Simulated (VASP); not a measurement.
A run of VASP 6.6.1 is set up as follows.

The input INCAR:

```
PREC = Accurate
ENCUT = 600
EDIFF = 1E-7
ISMEAR = 0
SIGMA = 0.1
LREAL = False
LASPH = True
NELM = 60
ALGO = Normal
ISIF = 3
LWAVE = False
LCHARG = False
GGA = PE
IBRION = 2
NSW = 90
EDIFFG = -0.04
```

Contents of KPOINTS:

```
Automatic mesh
0
Gamma
  4 4 4
```

The input POSCAR:

```
CaZr2N3
1.0
    4.2396216300      0.0000000000      0.0000000000
    0.0000000000      4.2396216300      0.0000000000
    0.0000000000      0.0000000000      5.2205966900
Ca Zr N
1 2 3
Direct
    0.0000000000      0.0000000000      0.5000000000
    0.5000000000      0.5000000000      0.0000000000
    0.0000000000      0.0000000000      0.0000000000
    0.5000000000      0.5000000000      0.5000000000
    0.0000000000      0.5000000000      0.0000000000
    0.5000000000      0.0000000000      0.0000000000
```

Potentials or basis: VASP PAW PBE potentials, release 64 (Ca_sv, Zr_sv, N).

Command:

```sh
$ cat potpaw_PBE.64/Ca_sv/POTCAR potpaw_PBE.64/Zr_sv/POTCAR potpaw_PBE.64/N/POTCAR > POTCAR
$ mpirun -np 1 vasp_std > vasp.out
```

(1) What does it give for the relaxed volume?

(2) What does it give for the space group after relaxing (to 0.1 Å)?

(3) What does it give for the band gap on the k mesh?

Answers

(1) 17.80 Å³/atom.

(2) P4/mmm (No. 123).

(3) zero (an odd number of electrons rules out a gap without spin polarisation).

Caveat: the k points lie up to 0.36 Å⁻¹ apart in the final cell, too coarse for converged energies and pressures of a metal; an odd number of electrons without spin polarisation forces a metal; a magnetic or distorted state may lie lower.
